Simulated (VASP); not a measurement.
Ni5O4: single point with PBEsol

Ni5O4, a slab with vacuum:

```
Ni O
1.0
     2.91053    0.00000    0.00000
    -1.45527    2.52059    0.00000
     0.00000    0.00000   24.50576
Ni O
5 4
Direct
  0.66667 0.33333 0.30605
  0.33333 0.66667 0.40303
  0.00000 0.00000 0.50000
  0.66667 0.33333 0.59697
  0.33333 0.66667 0.69395
  0.00000 0.00000 0.35454
  0.66667 0.33333 0.45151
  0.33333 0.66667 0.54849
  0.00000 0.00000 0.64546
```

| Quantity | Value |
| --- | --- |
| Program | VASP 6.6.1 |
| Task | single point |
| Functional | PBEsol |
| Potentials or basis | VASP PAW PBE potentials, release 64 (Ni, O) |
| Cutoff | 520 eV |
| k mesh | 12 × 12 × 1 |
| Occupations | gaussian, width 0.1 eV |
| Spin | collinear spin, ferromagnetic start |
| Starting moments | [1.14, 1.14, 1.14, 1.14, 1.14, 0.2, 0.2, 0.2, 0.2] μB |
| Dipole correction | yes |
| Further INCAR settings | ALGO = Normal; EDIFF = 1e-06; NBANDS = 51 |

The largest force is 0.743 eV/Å, the net moment is 4.19 μB per cell and the site moments are Ni +0.34, +0.91, +1.09 (each value once); O +0.10, +0.16 (each value once) μB. The valence electrons inside the program's atomic spheres are Ni 8.97, 9.12, 9.11 (each value once); O 4.92, 4.95 (each value once).

Forces on the atoms (eV/Å):
```
Ni   0.000  0.000  0.743
Ni   0.000  0.000 -0.469
Ni   0.000  0.000  0.000
Ni   0.000  0.000  0.469
Ni   0.000  0.000 -0.743
O    0.000  0.000 -0.355
O    0.000  0.000  0.059
O    0.000  0.000 -0.059
O    0.000  0.000  0.355
```

Levels at points of the mesh, in eV from the Fermi level:
Spin up:
| k point | band 35 | band 36 | band 37 | band 38 | band 39 | band 40 | band 41 | band 42 | band 43 | band 44 |
| --- | --- | --- | --- | --- | --- | --- | --- | --- | --- | --- |
| (0.00, 0.00, 0.00) | -0.97 | -0.90 | -0.80 | -0.40 | -0.40 | 0.28 | 0.28 | 0.60 | 0.60 | 2.54 |
| (0.50, 0.00, 0.00) | -0.60 | -0.59 | -0.49 | -0.45 | 0.17 | 0.23 | 0.54 | 4.39 | 4.48 | 4.71 |
Spin down:
| k point | band 33 | band 34 | band 35 | band 36 | band 37 | band 38 |
| --- | --- | --- | --- | --- | --- | --- |
| (0.00, 0.00, 0.00) | -0.70 | -0.61 | -0.52 | -0.44 | -0.44 | 0.37 |
| (0.50, 0.00, 0.00) | -0.32 | -0.30 | -0.28 | 0.20 | 0.32 | 0.69 |

It took 55 min on 1 thread of Intel(R) Xeon(R) Platinum 8259CL CPU @ 2.50GHz (Skylake/Cascade Lake) (shared host), peak memory 0.53 GiB.

Caveat: the PAW data sets were made with another functional, which shifts forces and pressure a little. With open d or f shells a metallic result of PBEsol can be an artefact of self-interaction; +U or a hybrid may open a gap.
